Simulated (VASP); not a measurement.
CsPbCl3: single point with b88 exchange, pbe correlation

Crystal: CsPbCl3.

```
Pb Cs Cl
1.0
     5.60500    0.00000    0.00000
     0.00000    5.60500    0.00000
     0.00000    0.00000    5.60500
Pb Cs Cl
1 1 3
Direct
  0.50000 0.50000 0.50000
  0.00000 0.00000 0.00000
  0.50000 0.00000 0.50000
  0.00000 0.50000 0.50000
  0.50000 0.50000 0.00000
```

* Program: VASP 6.6.1
* Task: single point
* Functional: b88 exchange, pbe correlation
* Potentials or basis: VASP PAW PBE potentials, release 64 (Pb_d, Cs_sv, Cl)
* Cutoff: 500 eV
* k mesh: 5 × 5 × 5
* Occupations: fermi-dirac, width 0.05 eV
* Spin: no spin polarisation
* Dipole correction: no
* Further INCAR settings: ALGO = Normal; EDIFF = 1e-06; NBANDS = 30

| Quantity | Value |
| --- | --- |
| Pressure | 1.9 GPa |
| Band gap on the k mesh | 2.98 eV |

Levels at points of the mesh, in eV from the valence-band top:
```tsv
k point	band 18	band 19	band 20	band 21	band 22	band 23	band 24	band 25	band 26	band 27
(0.00, 0.00, 0.00)	-2.03	-2.03	-1.93	-1.93	-1.93	4.15	5.07	5.07	5.89	5.89
```

Wall time 38 s on 1 thread of Intel(R) Xeon(R) 6975P-C (Granite Rapids), with other jobs on the host, peak memory 0.26 GiB.

Caveat: the PAW data sets were made with another functional, which shifts forces and pressure a little; spin-orbit coupling is left out, which moves the levels of the heavy elements; an odd mesh through Γ misses points on the zone boundary, where band edges can lie.
